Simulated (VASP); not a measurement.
Wanted: the native input for a VASP 6.6.1 run.

| Item | Value |
| --- | --- |
| Task | single point |
| Functional | PBE |
| Potentials or basis | VASP PAW PBE potentials, release 64 (Mg, O) |
| Cutoff | 520 eV |
| k mesh | 9 × 9 × 6 |
| Occupations | gaussian, width 0.02 eV |
| Spin | no spin polarisation |
| Dipole correction | no |
| Further INCAR settings | ALGO = Normal; EDIFF = 1e-07; NBANDS = 16 |

The structure of MgO lies in POSCAR:

```
MgO
1.0
    3.3077869865      0.0000000000      0.0000000000
   -1.6538934933      2.8646275606      0.0000000000
    0.0000000000      0.0000000000      4.9828816700
Mg O
2 2
Direct
    0.3333333300      0.6666666700      0.0021597400
    0.6666666700      0.3333333300      0.5021597400
    0.3786808692      0.6666666700      0.4024402600
    0.6666666700      0.3333333300      0.9024402600
```

This cell differs from its parent crystal: one atom moved.

One way to write it, as run:

INCAR

```
PREC = Accurate ; ENCUT = 520
EDIFF = 1E-7 ; ISMEAR = 0
SIGMA = 0.02 ; LREAL = F
LASPH = T ; NELM = 80
ALGO = Normal ; ISIF = 2
LWAVE = F ; LCHARG = T
GGA = PE ; LELF = T
LVHAR = T ; NBANDS = 16
```

KPOINTS

```
Automatic mesh
0
Gamma
  9 9 6
```

Potentials or basis: VASP PAW PBE potentials, release 64 (Mg, O).

The run is started by

```console
$ cat potpaw_PBE.64/Mg/POTCAR potpaw_PBE.64/O/POTCAR > POTCAR
$ mpirun -np 1 vasp_std > vasp.out
```

Results of the run:

```
Pressure               : 4.0 GPa
Largest force          : 1.766 eV/Å
Band gap on the k mesh : 3.43 eV
```

Caveat: the cell differs from its parent crystal (one atom moved); the cell stands under pressure; forces of over 1 eV/Å act on the atoms, so gaps and moduli don't describe the material at rest.

Wall time 3.7 min on 1 thread of Intel Xeon 8259CL, with other jobs on the host, peak memory 0.31 GiB.
